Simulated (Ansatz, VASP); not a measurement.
## PbO2: VASP beside Ansatz

The input POSCAR:

```
PbO2
1.0
    4.9949598700      0.0000000000      0.0000000000
    0.0000000000      4.9949598700      0.0000000000
    0.0000000000      0.0000000000      3.4090009600
Pb O
2 4
Direct
    0.0000000000      0.0000000000      0.0000000000
    0.5000000000      0.5000000000      0.5000000000
    0.3074289600      0.3074289600      0.0000000000
    0.1925710400      0.8074289600      0.5000000000
    0.8074289600      0.1925710400      0.5000000000
    0.6925710400      0.6925710400      0.0000000000
```

Contents of INCAR.step1:

```
SYSTEM = PbO2
PREC = Accurate
ENCUT = 520
ISMEAR = 0
SIGMA = 0.1
LREAL = .False.
LASPH = .True.
NELM = 80
NBANDS = 35
GGA = PE
ALGO = Normal
EDIFF = 1E-4
LWAVE = .True.
LCHARG = .False.
```

INCAR.step2

```
SYSTEM = PbO2
PREC = Accurate
ENCUT = 520
EDIFF = 1E-6
ISMEAR = 0
SIGMA = 0.1
LREAL = .False.
LASPH = .True.
NELM = 80
ALGO = Normal
ISIF = 2
LWAVE = .False.
LCHARG = .True.
METAGGA = R2SCAN
LMIXTAU = .True.
LELF = .True.
LVHAR = .True.
NBANDS = 35
ISTART = 1
```

The input KPOINTS:

```
Automatic mesh
0
Gamma
  4 4 6
  0 0 0
```

Input for Ansatz:

```yaml
crystal:
  lattice:
    - [4.99495987, 0.0, 0.0]
    - [0.0, 4.99495987, 0.0]
    - [0.0, 0.0, 3.40900096]
  atoms:
    - { symbol: Pb, position: [0.0, 0.0, 0.0] }
    - { symbol: Pb, position: [0.5, 0.5, 0.5] }
    - { symbol: O, position: [0.30742896, 0.30742896, 0.0] }
    - { symbol: O, position: [0.19257104, 0.80742896, 0.5] }
    - { symbol: O, position: [0.80742896, 0.19257104, 0.5] }
    - { symbol: O, position: [0.69257104, 0.69257104, 0.0] }
basis:
  ecutwfc: 500
kpoints:
  mp_grid: { grid: [4, 4, 6] }
hamiltonian:
  xc: r2scan
  pseudopotentials: { kind: paw, azcp: { folder: soft_1 } }
scf:
  occupations: { method: gaussian, width: 0.1 }
output:
  forces: true
  stress: true
  eigenvalues: true
```

Alike in both runs: task single point; functional r2SCAN; k mesh 4 × 4 × 6; occupations gaussian, width 0.1 eV; no spin polarisation.

```csv
,VASP,Ansatz
version,VASP 6.6.1,Ansatz 0.2.0
potentials or method,"VASP PAW PBE potentials, release 64 (Pb_d, O), cutoff 520 eV","scalar-relativistic, plane waves, PAW"
valence electrons in the cell,52,52
```

VASP gave:

```
gap on the k mesh at the Fermi level (eV)                     : 0.18
least direct gap on the mesh (eV)                             : 0.55
pressure (GPa)                                                : 0.2
traceless stress, the component that is largest in VASP (GPa) : 0.27
rms of the force components (eV/Å)                            : 0.014
```

Question: Which values does Ansatz return?

Answer: gap on the k mesh at the Fermi level (eV): 0.18; least direct gap on the mesh (eV): 0.53; pressure (GPa): -0.6; traceless stress, the component that is largest in VASP (GPa): 0.02; rms of the force components (eV/Å): 0.006.

VASP's potentials were made for PBE, not for r2SCAN. Atom by atom the forces differ by 0.008 eV/Å (rms over components).

Spin-orbit coupling is off throughout.
